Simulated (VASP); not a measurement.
# Be2ZnSe3 (P3m1) in VASP: notebook

Runs on Be2ZnSe3. Level: PBE. Tasks: relaxation of shape and atoms at fixed volume.

All numbers are computed with VASP 6.6.1; they aren't measurements. Logs are shortened: lines on timing, memory, paths and dates and some standing lists are left out, and cuts for length are marked.

### 1 The cell of the first run

It takes space group P3m1 (No. 156, trigonal). The conventional cell has a = 3.625 Å, b = 3.625 Å, c = 8.984 Å, α = 90.00°, β = 90.00°, γ = 120.00°. Within 2.8 Å of Be (site symmetry 3m) lie 4 Se at 2.14 to 2.20 Å. Within 2.9 Å of Be (site symmetry 3m) lie 4 Se at 2.16 to 2.20 Å. Zn (site symmetry 3m) has 4 Se at 2.32 to 2.35 Å within 3.1 Å. Within 2.8 Å of Se (site symmetry 3m) lie 1 Be at 2.14 Å and 3 Zn at 2.32 Å. Within 2.9 Å of Se (site symmetry 3m) lie 3 Be at 2.20 Å and 1 Zn at 2.35 Å. Se (site symmetry 3m) has 4 Be at 2.16 to 2.20 Å within 2.9 Å.

### 2 Relaxation of shape and atoms at fixed volume, PBE (17.04 Å³/atom)

INCAR

```
  ALGO = Normal
  EDIFF = 1E-6
  EDIFFG = -0.01
  ENCUT = 600
  GGA = PE
  IBRION = 2
  ISIF = 4
  ISMEAR = 0
  LASPH = True
  LCHARG = False
  LREAL = False
  LWAVE = False
  NELM = 100
  NSW = 50
  PREC = Accurate
  SIGMA = 0.02
```

KPOINTS

```
k-points
0
Gamma
  12 12 4
```

POSCAR

```
Be2ZnSe3
1.0
    3.6251009446      0.0000000275      0.0000000000
   -1.8125504961      3.1394294955      0.0000000000
    0.0000000000      0.0000000000      8.9844292647
Be Zn Se
2 1 3
Direct
    0.0000000000      0.0000000000      0.0098606221
    0.6666666667      0.3333333333      0.3244750426
    0.3333333333      0.6666666667      0.6605305457
    0.0000000000      0.0000000000      0.7719045863
    0.3333333333      0.6666666667      0.3986544701
    0.6666666667      0.3333333333      0.0845747331
```

Potentials or basis: VASP PAW PBE potentials, release 64 (Be, Zn, Se).

The run is started by

```
> cat potpaw_PBE.64/Be/POTCAR potpaw_PBE.64/Zn/POTCAR potpaw_PBE.64/Se/POTCAR > POTCAR
> mpirun -np 1 vasp_std > vasp.out
```

OUTCAR:

```text
EDIFF = 1E-6
   EDIFFG = -0.01
   ENCUT = 600
   GGA = PE
   IBRION = 2
   ISIF = 4
   ISMEAR = 0
   LASPH = True
   LREAL = False
   NELM = 100
   NSW = 50
   PREC = Accurate

 ion  position               nearest neighbor table
   1  0.000  0.000  0.010-   4 2.14   6 2.20   6 2.20   6 2.20
   2  0.667  0.333  0.324-   6 2.16   5 2.20   5 2.20   5 2.20
   3  0.333  0.667  0.661-   4 2.32   4 2.32   4 2.32   5 2.35
   4  0.000  0.000  0.772-   1 2.14   3 2.32   3 2.32   3 2.32
   5  0.333  0.667  0.399-   2 2.20   2 2.20   2 2.20   3 2.35
   6  0.667  0.333  0.085-   2 2.16   1 2.20   1 2.20   1 2.20

  LATTYP: Found a hexagonal cell.
 ALAT       =     3.6251009446
 C/A-ratio  =     2.4783942301

  Lattice vectors:

 A1 = (   3.6251009446,   0.0000000275,   0.0000000000)
 A2 = (  -1.8125504961,   3.1394294955,   0.0000000000)
 A3 = (   0.0000000000,   0.0000000000,   8.9844292647)

Analysis of symmetry for initial positions (statically):
=====================================================================
 Subroutine PRICEL returns:
 Original cell was already a primitive cell.

 Routine SETGRP: Setting up the symmetry group for a
 hexagonal supercell.

 Subroutine GETGRP returns: Found  6 space group operations
 (whereof  6 operations were pure point group operations)
 out of a pool of 24 trial point group operations.

The static configuration has the point symmetry C_3v.

Analysis of symmetry for dynamics (positions and initial velocities):
=====================================================================
 Subroutine PRICEL returns:
 Original cell was already a primitive cell.

 Routine SETGRP: Setting up the symmetry group for a
 hexagonal supercell.

 Subroutine GETGRP returns: Found  6 space group operations
 (whereof  6 operations were pure point group operations)
 out of a pool of 24 trial point group operations.

The dynamic configuration has the point symmetry C_3v.

 Subroutine INISYM returns: Found  6 space group operations
 (whereof  6 operations are pure point group operations),
 and found     1 'primitive' translations

----------------------------------------------------------------------------------------

                                     Primitive cell

  volume of cell :     102.2495

  direct lattice vectors                    reciprocal lattice vectors
     3.625100945  0.000000028  0.000000000     0.275854386  0.159264607  0.000000000
    -1.812550496  3.139429495  0.000000000    -0.000000002  0.318529210  0.000000000
     0.000000000  0.000000000  8.984429265     0.000000000  0.000000000  0.111303676

  length of vectors
     3.625100945  3.625100945  8.984429265     0.318529210  0.318529210  0.111303676

  position of ions in fractional coordinates (direct lattice)
     0.000000000  0.000000000  0.009860622
     0.666666667  0.333333333  0.324475043
     0.333333333  0.666666667  0.660530546
     0.000000000  0.000000000  0.771904586
     0.333333333  0.666666667  0.398654470
     0.666666667  0.333333333  0.084574733

  ion indices of the primitive-cell ions
   primitive index   ion index
                 1           1
                 2           2
                 3           3
                 4           4
                 5           5
                 6           6

----------------------------------------------------------------------------------------

 KPOINTS: k-points

Automatic generation of k-mesh.
 Grid dimensions read from file:
 generate k-points for:   12   12    4

 Generating k-lattice:

  Cartesian coordinates                     Fractional coordinates (reciprocal lattice)
     0.022987866  0.013272051  0.000000000     0.083333333  0.000000000  0.000000000
    -0.000000000  0.026544101  0.000000000    -0.000000000  0.083333333  0.000000000
     0.000000000  0.000000000  0.027825919     0.000000000  0.000000000  0.250000000

  Length of vectors
     0.026544101  0.026544101  0.027825919

  Shift w.r.t. Gamma in fractional coordinates (k-lattice)
     0.000000000  0.000000000  0.000000000

 Subroutine IBZKPT returns following result:
 ===========================================

 Found     69 irreducible k-points:

 Following reciprocal coordinates:
            Coordinates               Weight
  0.000000  0.000000  0.000000      1.000000
  0.083333  0.000000  0.000000      6.000000
  0.166667  0.000000  0.000000      6.000000
  0.250000  0.000000  0.000000      6.000000
  0.333333  0.000000  0.000000      6.000000
  0.416667  0.000000  0.000000      6.000000
[... 16 lines left out ...]
  0.166667  0.000000  0.250000      6.000000
  0.000000  0.166667  0.250000      6.000000
 [... further k-points ...]
   k-points           NKPTS =     69   k-points in BZ     NKDIM =     69   number of bands    NBANDS=     21
   number of dos      NEDOS =    301   number of ions     NIONS =      6
   total plane-waves  NPLWV =  64800
   dimension x,y,z NGX =    30 NGY =   30 NGZ =   72
   dimension x,y,z NGXF=    60 NGYF=   60 NGZF=  144
   ions per type =               2   1   3
   NGX,Y,Z   is equivalent  to a cutoff of  13.76, 13.76, 13.32 a.u.
   NGXF,Y,Z  is equivalent  to a cutoff of  27.52, 27.52, 26.65 a.u.
 SYSTEM =  unknown system
   PREC   = accura    normal or accurate (medium, high low for compatibility)
   ISTART =      0    job   : 0-new  1-cont  2-samecut
   ICHARG =      2    charge: 1-file 2-atom 10-const
   ISPIN  =      1    spin polarized calculation?
   LNONCOLLINEAR =      F non collinear calculations
   LSORBIT =      F    spin-orbit coupling
   LASPH  =      T    aspherical Exc in radial PAW
   ENCUT  =  600.0 eV  44.10 Ry    6.64 a.u.   7.24  7.24 17.94*2*pi/ulx,y,z
   NELM   =    100;   NELMIN=  2; NELMDL= -5     # of ELM steps
   EDIFF  = 0.1E-05   stopping-criterion for ELM
   LREAL  =      F    real-space projection
   EDIFFG = -.1E-01   stopping-criterion for IOM
   NSW    =     50    number of steps for IOM
   IBRION =      2    ionic relax: 0-MD 1-quasi-New 2-CG
   NFREE  =      1    steps in history (QN), initial steepest desc. (CG)
   ISIF   =      4    stress and relaxation
   ISYM   =      2    0-nonsym 1-usesym 2-fastsym
   POTIM  = 0.5000    time-step for ionic-motion
   TEBEG  =    0.0;   TEEND  =   0.0 temperature during run
   PSTRESS=    0.0 pullay stress
   NELECT =      34.0000    total number of electrons
   NUPDOWN=      -1.0000    fix difference up-down
   EMIN   =  10.00;   EMAX   =-10.00  energy-range for DOS
   EFERMI =   0.00;   METHOD = LEGACY
   ISMEAR =     0;   SIGMA  =   0.02  broadening in eV -4-tet -1-fermi 0-gaus
   EFERMI_NEDOS =   21; number of points for ismear=-14 and -15
   IALGO  =     38    algorithm
   IMIX   =      4    mixing-type and parameters
     AMIX     =   0.40;   BMIX     =  1.00
     AMIX_MAG =   1.60;   BMIX_MAG =  1.00
  volume/ion in A,a.u.               =      17.04       115.00
  Fermi-wavevector in a.u.,A,eV,Ry     =   1.134177  2.143283 17.501944  1.286357
  Thomas-Fermi vector in A             =   2.270880
   LORBIT       =      0    0 simple, 1 ext, 2 COOP (PROOUT), +10 PAW based schemes
   GGA     = PE    functional components
   LHFCALC =     F    Hartree Fock is set to
   AEXX    =    0.0000 exact exchange contribution
   IVDW    =     0    specifies the selected vdW correction
   LEPSILON=     F    determine dielectric tensor
   LRPA    =     F    only Hartree local field effects (RPA)
 conjugate gradient relaxation of ions
 non-spin polarized calculation
 Gauss-broadening in eV      SIGMA  =   0.02
  energy-cutoff  :      600.00
  volume of cell :      102.25
 maximum number of plane-waves:      3444
 NGX is ok and might be reduce to    30
   NGX = 15   NGY = 15   NGZ = 35

--------------------------------------- Ionic step        1  -------------------------------------------

 number of electron      34.0000013 magnetization

 Free energy of the ion-electron system (eV)
  ---------------------------------------------------
  ext. energy  EPLUGINS =         0.00000000
  ---------------------------------------------------
  free energy    TOTEN  =       -23.03557495 eV

  energy without entropy =      -23.03557495  energy(sigma->0) =      -23.03557495

------------------------ aborting loop because EDIFF is reached ----------------------------------------

  FORCE on cell =-STRESS in cart. coord.  units (eV):
  Direction    XX          YY          ZZ          XY          YZ          ZX
  --------------------------------------------------------------------------------------
  -------------------------------------------------------------------------------------
  Total        7.3288617      7.3288617      7.4363858      0.0000000     -0.0000000      0.0000000
  in kB      114.8380402    114.8380402    116.5228671      0.0000000     -0.0000000      0.0000000
  external PRESSURE =     115.3996492 kB  Pullay stress =       0.0000000 kB
[... 145 lines left out ...]
  energy  without entropy=      -23.0367433677  energy(sigma->0) =      -23.03674337

--------------------------------------- Ionic step        5  -------------------------------------------

 number of electron      34.0000014 magnetization

 Free energy of the ion-electron system (eV)
  ---------------------------------------------------
  ext. energy  EPLUGINS =         0.00000000
  ---------------------------------------------------
  free energy    TOTEN  =       -23.03677923 eV

  energy without entropy =      -23.03677923  energy(sigma->0) =      -23.03677923

 E-fermi :   4.3111     XC(G=0):  -9.8645

 val. band max:        4.1834639873   @ k =   0.0000   0.0000   0.0000
 cond. band min:       6.0526670598   @ k =   0.5000   0.0000   0.0000
 fundamental gap:      1.8692030725
 Fermi energy:         4.3110922203

 k-point     1 :       0.0000    0.0000    0.0000
  band No.  band energies     occupation
      1     -10.6369      2.00000
      2      -9.7897      2.00000
      3      -9.5082      2.00000
      4      -3.1917      2.00000
      5      -3.0363      2.00000
      6      -3.0363      2.00000
[... 550 lines left out ...]
      5      -3.0178      2.00000
      6      -3.0005      2.00000
[... 13 lines left out ...]
     20       8.7873      0.00000
     21       9.3972      0.00000

 [... further k-points ...]
[... 5 lines left out ...]
  --------------------------------------------------------------------------------------
  -------------------------------------------------------------------------------------
  Total        7.3180837      7.3180837      7.2786473      0.0000000     -0.0000000     -0.0000000
  in kB      114.6691570    114.6691570    114.0512169      0.0000000     -0.0000000     -0.0000000
  external PRESSURE =     114.4631770 kB  Pullay stress =       0.0000000 kB
[... 21 lines left out ...]
  FREE ENERGIE OF THE ION-ELECTRON SYSTEM (eV)
  ---------------------------------------------------
  free  energy   TOTEN  =       -23.0367792327 eV

  energy  without entropy=      -23.0367792327  energy(sigma->0) =      -23.03677923

 reached required accuracy - stopping structural energy minimisation
```

Run time: 9.3 min. Hardware: 1 thread of Intel Xeon Platinum 8259CL at 2.50GHz (Skylake/Cascade Lake), shared host; peak memory 0.39 GiB.

Results:

```
Free energy                  : -23.0368 eV
Energy gained by relaxing    : 0.2 meV/atom
Ionic steps                  : 5
Pressure after relaxing      : 11.4 GPa
Largest force after relaxing : 0.008 eV/Å
Band gap on the k mesh       : 1.87 eV (least direct gap 3.04 eV)
```

Forces on the atoms (eV/Å):
```
Be   0.000  0.000 -0.003
Be   0.000  0.000 -0.008
Zn   0.000  0.000 -0.008
Se   0.000  0.000  0.006
Se   0.000  0.000  0.008
Se   0.000  0.000  0.006
```

Step by step:
```csv
step,energy change (eV),largest force (eV/Å),pressure (GPa),volume (Å³)
1,0.0000,0.1085,11.54,102.25
2,-0.0009,0.0363,11.49,102.25
3,-0.0010,0.0451,11.47,102.25
4,-0.0012,0.0209,11.45,102.25
5,-0.0012,0.0082,11.45,102.25
```

Final structure:
```
CELL_PARAMETERS angstrom
3.62226 0.00000 0.00000
-1.81113 3.13697 0.00000
0.00000 0.00000 8.99855
ATOMIC_POSITIONS crystal
Be 0.00000 0.00000 0.01051
Be 0.66667 0.33333 0.32450
Zn 0.33333 0.66667 0.65951
Se 0.00000 0.00000 0.77281
Se 0.33333 0.66667 0.39798
Se 0.66667 0.33333 0.08468
```

Levels at points of the mesh, in eV from the valence-band top:
| k point | band 14 | band 15 | band 16 | band 17 | band 18 | band 19 | band 20 | band 21 |
| --- | --- | --- | --- | --- | --- | --- | --- | --- |
| (0.00, 0.00, 0.00) | -1.38 | -0.64 | 0.00 | 0.00 | 3.04 | 3.59 | 3.72 | 4.45 |
| (0.50, 0.00, 0.00) | -3.03 | -2.91 | -2.51 | -1.48 | 1.87 | 3.22 | 3.76 | 4.30 |
| (0.00, 0.00, 0.50) | -1.27 | -1.27 | -0.10 | -0.10 | 3.52 | 3.71 | 4.17 | 4.69 |
| (0.50, 0.00, 0.50) | -3.43 | -2.80 | -1.74 | -1.25 | 2.49 | 3.13 | 3.26 | 4.40 |

A k mesh can miss the band edges.

### 3 Relaxation of shape and atoms at fixed volume, PBE (17.62 Å³/atom)

This run uses another cell than the first one, of 17.62 Å³/atom.

INCAR

```
SYSTEM = Be2ZnSe3
  PREC = Accurate
  ENCUT = 600
  EDIFF = 1E-6
  ISMEAR = 0
  SIGMA = 0.02
  LREAL = .False.
  LASPH = .True.
  NELM = 100
  ALGO = Normal
  ISIF = 4
  LWAVE = .False.
  LCHARG = .False.
  GGA = PE
  IBRION = 2
  NSW = 50
  EDIFFG = -0.01
```

KPOINTS

```
Automatic mesh
0
Gamma
  12 12 4
  0 0 0
```

POSCAR

```
Be2ZnSe3
1.0
    3.6683458910      0.0000000279      0.0000000000
   -1.8341729696      3.1768807175      0.0000000000
    0.0000000000      0.0000000000      9.0729572613
Be Zn Se
2 1 3
Direct
    0.0000000000      0.0000000000      0.0093615411
    0.6666666667      0.3333333333      0.3244225711
    0.3333333333      0.6666666667      0.6614321227
    0.0000000000      0.0000000000      0.7712247404
    0.3333333333      0.6666666667      0.3990817746
    0.6666666667      0.3333333333      0.0844772501
```

Potentials or basis: VASP PAW PBE potentials, release 64 (Be, Zn, Se).

The run is started by

```
> cat potpaw_PBE.64/Be/POTCAR potpaw_PBE.64/Zn/POTCAR potpaw_PBE.64/Se/POTCAR > POTCAR
> mpirun -np 1 vasp_std > vasp.out
```

It took 11 min on 1 thread of Intel Xeon Platinum 8259CL at 2.50GHz (Skylake/Cascade Lake), shared host; peak memory 0.39 GiB.

Results (log left out):

```
Free energy                  : -23.2470 eV
Energy gained by relaxing    : 0.2 meV/atom
Ionic steps                  : 5
Pressure after relaxing      : 7.9 GPa
Largest force after relaxing : 0.005 eV/Å
Band gap on the k mesh       : 2.01 eV (least direct gap 2.91 eV)
```

Forces in eV/Å, atoms in the order of the input:
```
Be   0.000  0.000 -0.002
Be   0.000  0.000 -0.005
Zn   0.000  0.000 -0.005
Se   0.000  0.000  0.004
Se   0.000  0.000  0.005
Se   0.000  0.000  0.004
```

Step by step:
| step | energy change (eV) | largest force (eV/Å) | pressure (GPa) | volume (Å³) |
| --- | --- | --- | --- | --- |
| 1 | 0.0000 | 0.0935 | 8.03 | 105.74 |
| 2 | -0.0007 | 0.0368 | 7.99 | 105.74 |
| 3 | -0.0008 | 0.0405 | 7.97 | 105.74 |
| 4 | -0.0010 | 0.0197 | 7.96 | 105.74 |
| 5 | -0.0010 | 0.0050 | 7.95 | 105.74 |

Final structure:
```
Be Zn Se
1.0
     3.66580    0.00000    0.00000
    -1.83290    3.17467    0.00000
     0.00000    0.00000    9.08558
Be Zn Se
2 1 3
Direct
  0.00000 0.00000 0.00999
  0.66667 0.33333 0.32448
  0.33333 0.66667 0.66044
  0.00000 0.00000 0.77204
  0.33333 0.66667 0.39847
  0.66667 0.33333 0.08457
```

Levels at points of the mesh, in eV from the valence-band top:
```tsv
k point	band 15	band 16	band 17	band 18	band 19	band 20
(0.00, 0.00, 0.00)	-0.59	0.00	0.00	2.91	3.53	3.66
(0.50, 0.00, 0.00)	-2.75	-2.36	-1.41	2.01	3.30	3.81
(0.00, 0.00, 0.50)	-1.18	-0.09	-0.09	3.46	3.63	4.02
(0.50, 0.00, 0.50)	-2.65	-1.63	-1.19	2.61	3.14	3.29
```

A k mesh can miss the band edges.
